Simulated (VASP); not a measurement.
## Hf8C7N (a cell with a defect): relaxation of the atoms with PBE

Hf8C7N (a cell with a defect):

```xyz
16
Lattice="0.0000 4.6500 4.6500 4.6500 0.0000 4.6500 4.6500 4.6500 0.0000" Properties=species:S:1:pos:R:3 pbc="T T T"
Hf    2.3250    2.3250    2.3250
Hf    4.6500    4.6500    2.3250
Hf    4.6500    2.3250    4.6500
Hf    6.9750    4.6500    4.6500
Hf    2.3250    4.6500    4.6500
Hf    4.6500    6.9750    4.6500
Hf    4.6500    4.6500    6.9750
Hf    6.9750    6.9750    6.9750
N     0.0000    0.0000    0.0000
C     2.3250    2.3250    0.0000
C     2.3250    0.0000    2.3250
C     4.6500    2.3250    2.3250
C     0.0000    2.3250    2.3250
C     2.3250    4.6500    2.3250
C     2.3250    2.3250    4.6500
C     4.6500    4.6500    4.6500
```

- Program: VASP 6.6.1
- Task: relaxation of the atoms
- Functional: PBE
- Potentials or basis: VASP PAW PBE potentials, release 64 (Hf_pv, N, C)
- Cutoff: 520 eV
- k mesh: 3 × 3 × 3
- Occupations: methfessel-paxton, width 0.05 eV
- Spin: no spin polarisation
- Dipole correction: no
- Further INCAR settings: ALGO = Normal; EDIFF = 1e-07; IBRION = 2; EDIFFG = -0.05; NSW = 45

```json
{"Energy gained by relaxing": "0.4 meV/atom", "Ionic steps": "3", "Pressure after relaxing": "-2.5 GPa", "Band gap on the k mesh": "zero (an odd number of electrons rules out a gap without spin polarisation)"}
```

The path:
```csv
step,energy change (eV),largest force (eV/Å),pressure (GPa)
1,0.0000,0.2761,-2.56
2,-0.0021,0.2247,-2.46
3,-0.0061,0.0005,-2.51
```

Final structure:
```
CELL_PARAMETERS angstrom
0.00000 4.65000 4.65000
4.65000 0.00000 4.65000
4.65000 4.65000 0.00000
ATOMIC_POSITIONS crystal
Hf 0.25000 0.25000 0.25000
Hf 0.25079 0.25079 0.74921
Hf 0.25079 0.74921 0.25079
Hf 0.25079 0.74921 0.74921
Hf 0.74921 0.25079 0.25079
Hf 0.74921 0.25079 0.74921
Hf 0.74921 0.74921 0.25079
Hf 0.75000 0.75000 0.75000
N 0.00000 0.00000 0.00000
C 0.00000 0.00000 0.50000
C 0.00000 0.50000 0.00000
C 0.00000 0.50000 0.50000
C 0.50000 0.00000 0.00000
C 0.50000 0.00000 0.50000
C 0.50000 0.50000 0.00000
C 0.50000 0.50000 0.50000
```

Levels at points of the mesh, in eV from the Fermi level:
| k point | band 54 | band 55 | band 56 | band 57 | band 58 | band 59 |
| --- | --- | --- | --- | --- | --- | --- |
| (0.00, 0.00, 0.00) | -0.42 | -0.42 | -0.42 | 0.49 | 0.49 | 0.49 |

Wall time 3.5 min on 1 thread of Intel(R) Xeon(R) Platinum 8259CL CPU @ 2.50GHz (Skylake/Cascade Lake), with other jobs on the host, peak memory 0.38 GiB.

Caveat: the k points lie up to 0.39 Å⁻¹ apart, too coarse for converged energies and pressures of a metal; spin-orbit coupling is left out, which moves the levels of the heavy elements.
